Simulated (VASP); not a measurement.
A run of VASP 6.6.1 is set up as follows.

File INCAR:

```
SYSTEM = Ru
ALGO = Fast ; EDIFF = 1E-7
ENCUT = 520 ; GGA = PE
ISIF = 2 ; ISMEAR = 0
LASPH = .True. ; LCHARG = .False.
LREAL = .False. ; LWAVE = .False.
NBANDS = 21 ; NELM = 80
PREC = Accurate ; SIGMA = 0.15
```

The input KPOINTS:

```
k-points
0
Gamma
  21 21 12
  0 0 0
```

Contents of POSCAR:

```
Ru
1.0
    2.6799127133      0.0000000000      0.0000000000
   -1.3399563567      2.3208724897      0.0000000000
    0.0000000000      0.0000000000      4.7796243243
Ru
2
Direct
    0.3333333333      0.6666666667      0.2500000000
    0.6666666667      0.3333333333      0.7500000000
```

Potentials or basis: VASP PAW PBE potentials, release 64 (Ru_pv).

Command:

```sh
$ cat potpaw_PBE.64/Ru_pv/POTCAR > POTCAR
$ mpirun -np 1 vasp_std > vasp.out
```

(1) Estimate the band gap on the k mesh.

(2) Predict the pressure.

## Answers

(1) zero (band 14 reaches 12.53 eV, above the bottom of band 15 at 10.28 eV).

(2) -16.3 GPa.
